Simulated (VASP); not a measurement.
Here is a VASP 6.6.1 calculation.

The input INCAR:

```
SYSTEM = Nb
ALGO     = Normal         ! electronic algorithm
EDIFF    = 1E-6           ! SCF threshold, eV
ENCUT    = 500            ! plane-wave cutoff, eV
GGA      = CA             ! functional
GGA_COMPAT= .FALSE.      
ISIF     = 2              ! what is computed and relaxed
ISMEAR   = 0              ! smearing method
LASPH    = .TRUE.         ! aspherical terms in the spheres
LCHARG   = .FALSE.        ! write CHGCAR
LREAL    = .FALSE.        ! projectors in reciprocal space
LWAVE    = .FALSE.        ! write WAVECAR
NBANDS   = 12             ! bands
NELM     = 120            ! most SCF steps
PREC     = Accurate       ! precision mode
SIGMA    = 0.15           ! smearing width, eV
```

KPOINTS

```
k-points
0
G
  20 20 20
  0 0 0
```

Contents of POSCAR:

```
Nb
1.0
   -1.6639500000      1.4767556250      1.6639500000
    1.6639500000     -1.4767556250      1.6639500000
    1.6639500000      1.4767556250     -1.6639500000
Nb
1
Direct
    0.0000000000      0.0000000000      0.0000000000
```

Potentials or basis: VASP PAW LDA potentials, release 64 (Nb_sv).

The run is started by

```bash
$ cat potpaw_LDA.64/Nb_sv/POTCAR > POTCAR
$ mpirun -np 1 vasp_std > vasp.out
```

(1) What does it give for the pressure?

Results:

(1) 11.0 GPa.

Caveat: the cell differs from its parent crystal (strain -0.1125 x Voigt [0, 1, 0, 0, 0, 0]).
